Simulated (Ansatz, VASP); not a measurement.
## MoSe: VASP beside Ansatz

File POSCAR:

```
MoSe
1.0
    0.0000000000      2.8940583440      2.8940583440
    2.8940583440      0.0000000000      2.8940583440
    2.8940583440      2.8940583440      0.0000000000
Mo Se
1 1
Direct
    0.0000000000      0.0000000000      0.0000000000
    0.5000000000      0.5000000000      0.5000000000
```

The input INCAR.step1:

```
PREC     = Accurate       # precision mode
ENCUT    = 520            # plane-wave cutoff, eV
ISMEAR   = 0              # smearing method
SIGMA    = 0.1            # smearing width, eV
LREAL    = F              # projectors in reciprocal space
LASPH    = T              # aspherical terms in the spheres
NELM     = 150            # most SCF steps
ISPIN    = 2              # spin polarisation
MAGMOM   = 2 0            # initial moments
LMAXMIX  = 4              # l up to which the mixer works
LDAU     = T              # DFT+U
LDAUTYPE = 2            
LDAUL    = 2 -1           # shell
LDAUU    = 4.38 0         # U, eV
LDAUJ    = 0 0          
NBANDS   = 21             # bands
GGA      = PE             # functional
ALGO     = Normal         # electronic algorithm
EDIFF    = 1E-4           # SCF threshold, eV
LWAVE    = T              # write WAVECAR
LCHARG   = F              # write CHGCAR
```

Contents of INCAR.step2:

```
PREC     = Accurate       # precision mode
ENCUT    = 520            # plane-wave cutoff, eV
EDIFF    = 1E-6           # SCF threshold, eV
ISMEAR   = 0              # smearing method
SIGMA    = 0.1            # smearing width, eV
LREAL    = F              # projectors in reciprocal space
LASPH    = T              # aspherical terms in the spheres
NELM     = 150            # most SCF steps
ALGO     = Normal         # electronic algorithm
ISIF     = 2              # what is computed and relaxed
LWAVE    = F              # write WAVECAR
LCHARG   = F              # write CHGCAR
ISPIN    = 2              # spin polarisation
MAGMOM   = 2 0            # initial moments
LORBIT   = 11             # projections on sites
LMAXMIX  = 4              # l up to which the mixer works
LDAU     = T              # DFT+U
LDAUTYPE = 2            
LDAUL    = 2 -1           # shell
LDAUU    = 4.38 0         # U, eV
LDAUJ    = 0 0          
LDAUPRINT= 1            
METAGGA  = R2SCAN         # meta-GGA
LMIXTAU  = T            
NBANDS   = 21             # bands
ISTART   = 1
```

KPOINTS

```
Automatic mesh
0
Gamma
  12 12 12
```

Input for Ansatz:

```yaml
crystal:
  lattice:
    - [0.0, 2.894058344, 2.894058344]
    - [2.894058344, 0.0, 2.894058344]
    - [2.894058344, 2.894058344, 0.0]
  atoms:
    - { symbol: Mo, position: [0.0, 0.0, 0.0], spin: 2.0 }
    - { symbol: Se, position: [0.5, 0.5, 0.5] }
basis:
  ecutwfc: 500
kpoints:
  mp_grid: { grid: [12, 12, 12] }
hamiltonian:
  xc: r2scan
  hubbard: { sites: [{ species: Mo, l: d, u_eff: 4.38 }] }
scf:
  occupations: { method: gaussian, width: 0.1 }
output:
  forces: true
  stress: true
  eigenvalues: true
  populations: true
magnetization:
  spin_polarized: true
```

Alike in both runs: task single point; functional r2SCAN; k mesh 12 × 12 × 12; occupations gaussian, width 0.1 eV; collinear spin; Hubbard terms Mo d U = 4.38 eV.

```csv
,VASP,Ansatz
version,VASP 6.6.1,Ansatz 0.2.0
potentials or method,"VASP PAW PBE potentials, release 64 (Mo_sv, Se), cutoff 520 eV","scalar-relativistic, plane waves, PAW"
valence electrons in the cell,20,30
```

Ansatz gave:

```
gap on the k mesh at the Fermi level (eV)                     : none
pressure (GPa)                                                : -2.5
net moment per atom (μB)                                      : 2.00
size of the moment on the site where the two differ most (μB) : 3.49
```

Problem. Estimate VASP's values.

Solution. gap on the k mesh at the Fermi level (eV): none; pressure (GPa): -3.8; net moment per atom (μB): 2.00; size of the moment on the site where the two differ most (μB): 3.69.

VASP's potentials were made for PBE, not for r2SCAN. Site moments also hang on the region over which each program counts them. The programs project onto different local orbitals, so the same U acts differently, and such runs can settle in different states. A gap of «none» marks a metal or a gap that the smearing closes. VASP's potentials hold 20 valence electrons a cell and Ansatz's 30, so a difference there can come from the potentials and not from the codes. Ansatz's warnings: filled band counts differ across k points, stability check not made.
